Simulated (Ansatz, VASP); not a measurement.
# One calculation of Lu, two programs

INCAR

```
  PREC = Accurate
  ENCUT = 520
  EDIFF = 1E-6
  ISMEAR = -1
  SIGMA = 0.1
  LREAL = F
  LASPH = T
  NELM = 80
  ALGO = Normal
  ISIF = 2
  LWAVE = F
  LCHARG = T
  GGA = PE
  LELF = T
  LVHAR = T
  NBANDS = 32
```

KPOINTS

```
Automatic mesh
0
Gamma
  15 15 9
```

The input POSCAR:

```
Lu
1.0
    3.5070808964      0.0000000000      0.0000000000
   -1.7535404482      3.0372211494      0.0000000000
    0.0000000000      0.0000000000      5.4772888711
Lu
2
Direct
    0.3333333333      0.6666666667      0.2500000000
    0.6666666667      0.3333333333      0.7500000000
```

Input for Ansatz:

```yaml
crystal:
  lattice:
    - [3.5070808964, 0.0, 0.0]
    - [-1.7535404482, 3.0372211494, 0.0]
    - [0.0, 0.0, 5.4772888711]
  atoms:
    - { symbol: Lu, position: [0.3333333333, 0.6666666667, 0.25] }
    - { symbol: Lu, position: [0.6666666667, 0.3333333333, 0.75] }
hamiltonian:
  xc: pbe
  pseudopotentials:
    kind: paw
    azcp:
      Lu: "pseudopotentials/Lu.paw.azcp"
basis:
  ecutwfc: 420
  fft_grid_basis: typed
kpoints:
  mp_grid: { grid: [15, 15, 9], shift: [0, 0, 0] }
magnetization:
  spin_polarized: false
scf:
  occupations: { method: fermi_dirac, width: 0.1 }
  lower_state_search: "off"
output:
  stress: true
```

Alike in both runs: task single point; functional PBE; k mesh 15 × 15 × 9; occupations fermi-dirac, width 0.1 eV; no spin polarisation.

|  | VASP | Ansatz |
| --- | --- | --- |
| version | VASP 6.6.1 | Ansatz 0.2.0 |
| potentials or method | VASP PAW PBE potentials, release 64 (Lu), cutoff 520 eV | plane waves (420 eV) with PAW, scalar-relativistic |
| valence electrons in the cell | 50 | 50 |

|  | VASP | Ansatz | Ansatz less VASP |
| --- | --- | --- | --- |
| pressure (GPa) | 0.4 | 0.0 | -0.34 |
| traceless stress, the component that is largest in VASP (GPa) | 0.05 | 0.05 | -0.003 |

The functional is the same, so the differences come from potentials, cutoffs and numerics.

Neither program's run includes spin-orbit coupling.
